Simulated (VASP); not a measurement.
Set up this calculation in VASP 6.6.1, as the native input.

* Task: single point
* Functional: r2SCAN
* Potentials or basis: VASP PAW PBE potentials, release 64 (Ca_sv, O)
* Cutoff: 520 eV
* k mesh: 8 × 8 × 8
* Occupations: gaussian, width 0.05 eV
* Spin: no spin polarisation
* Dipole correction: no
* Further INCAR settings: ALGO = Normal; EDIFF = 1e-06; NBANDS = 15

CaO:

```
Ca O
1.0
     0.00000    2.41227    2.48574
     2.41227    0.00000    2.48574
     2.41227    2.41227    0.00000
Ca O
1 1
Direct
  0.00000 0.00000 0.00000
  0.50000 0.50000 0.50000
```

This cell differs from its parent crystal: strain -0.015 along x and y, +0.015 along z.

These files were run (other wordings do the same):

POSCAR

```
CaO
1.0
    0.0000000000      2.4122650000      2.4857350000
    2.4122650000      0.0000000000      2.4857350000
    2.4122650000      2.4122650000      0.0000000000
Ca O
1 1
Direct
    0.0000000000      0.0000000000      0.0000000000
    0.5000000000      0.5000000000      0.5000000000
```

INCAR.step1

```
SYSTEM = CaO
ALGO = Normal
EDIFF = 1E-4
ENCUT = 520
GGA = PE
ISMEAR = 0
LASPH = .True.
LCHARG = .False.
LREAL = .False.
LWAVE = .True.
NBANDS = 15
NELM = 80
PREC = Accurate
SIGMA = 0.05
```

INCAR.step2

```
SYSTEM = CaO
ALGO = Normal
EDIFF = 1E-6
ENCUT = 520
ISIF = 2
ISMEAR = 0
ISTART = 1
LASPH = .True.
LCHARG = .True.
LELF = .True.
LMIXTAU = .True.
LREAL = .False.
LVHAR = .True.
LWAVE = .False.
METAGGA = R2SCAN
NBANDS = 15
NELM = 80
PREC = Accurate
SIGMA = 0.05
```

KPOINTS

```
k-points
0
Gamma
  8 8 8
  0 0 0
```

Potentials or basis: VASP PAW PBE potentials, release 64 (Ca_sv, O).

Run with:

```console
$ cat potpaw_PBE.64/Ca_sv/POTCAR potpaw_PBE.64/O/POTCAR > POTCAR
$ cp INCAR.step1 INCAR
$ mpirun -np 1 vasp_std > vasp.out
$ cp INCAR.step2 INCAR
$ mpirun -np 1 vasp_std > vasp.out
```

It gave:

* Pressure: -4.1 GPa
* Band gap on the k mesh: 4.15 eV (least direct gap 4.55 eV)

Caveat: the cell differs from its parent crystal (strain -0.015 along x and y, +0.015 along z); the cell stands under tension; the PAW data sets were made with another functional, which shifts forces and pressure a little.

Wall time 2.3 min on 1 thread of Intel Xeon 8259CL (shared host), peak memory 0.18 GiB.
